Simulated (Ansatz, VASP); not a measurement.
## InP: VASP beside Ansatz

The input INCAR:

```
SYSTEM = InP
ALGO = Normal ; EDIFF = 1E-7
EDIFFG = -0.004 ; ENCUT = 450
GGA = PS ; GGA_COMPAT = .False.
IBRION = 2 ; ISIF = 2
ISMEAR = 0 ; LASPH = .True.
LCHARG = .False. ; LREAL = .False.
LWAVE = .False. ; NELM = 120
NELMIN = 4 ; NSW = 80
PREC = Accurate ; SIGMA = 0.02
```

KPOINTS

```
k-points
0
Gamma
  10 10 10
  0 0 0
```

The input POSCAR:

```
InP
1.0
    0.0000000000      2.9345000000      2.9345000000
    2.9345000000      0.0000000000      2.9345000000
    2.9345000000      2.9345000000      0.0000000000
In P
1 1
Direct
    0.0000000000      0.0000000000      0.0000000000
    0.2500000000      0.2500000000      0.2500000000
```

Input for Ansatz:

```yaml
crystal:
  lattice:
    - [0.0, 2.9345, 2.9345]
    - [2.9345, 0.0, 2.9345]
    - [2.9345, 2.9345, 0.0]
  atoms:
    - { symbol: In, position: [0.0, 0.0, 0.0] }
    - { symbol: P, position: [0.25, 0.25, 0.25] }
basis:
  ecutwfc: 420
kpoints:
  mp_grid: { grid: [10, 10, 10] }
hamiltonian:
  xc: pbesol
  pseudopotentials: { kind: paw, azcp: { folder: soft_1 } }
scf:
  occupations: { method: gaussian, width: 0.02 }
output:
  forces: true
  stress: true
  eigenvalues: true
relax:
  adjacent_minimum: "off"
  f_tol: 0.004
  max_steps: 60
```

Alike in both runs: task relaxation of the atoms; functional PBEsol; k mesh 10 × 10 × 10; occupations gaussian, width 0.02 eV; no spin polarisation.

|  | VASP | Ansatz |
| --- | --- | --- |
| version | VASP 6.6.1 | Ansatz 0.2.0 |
| potentials or method | VASP PAW PBE potentials, release 64 (In_d, P), cutoff 450 eV | scalar-relativistic, plane waves, PAW |
| valence electrons in the cell | 18 | 18 |

|  | VASP | Ansatz | Ansatz less VASP |
| --- | --- | --- | --- |
| gap on the k mesh at the Fermi level, each at its own relaxed structure (eV) | 0.59 | 0.59 | -0.001 |

VASP's potentials were made for PBE, not for PBEsol, and Ansatz warns of the same on its side. Ansatz's warnings: stress scf threshold loose.

Noted on VASP's run: the relaxation stopped at its first step, so nothing moved.
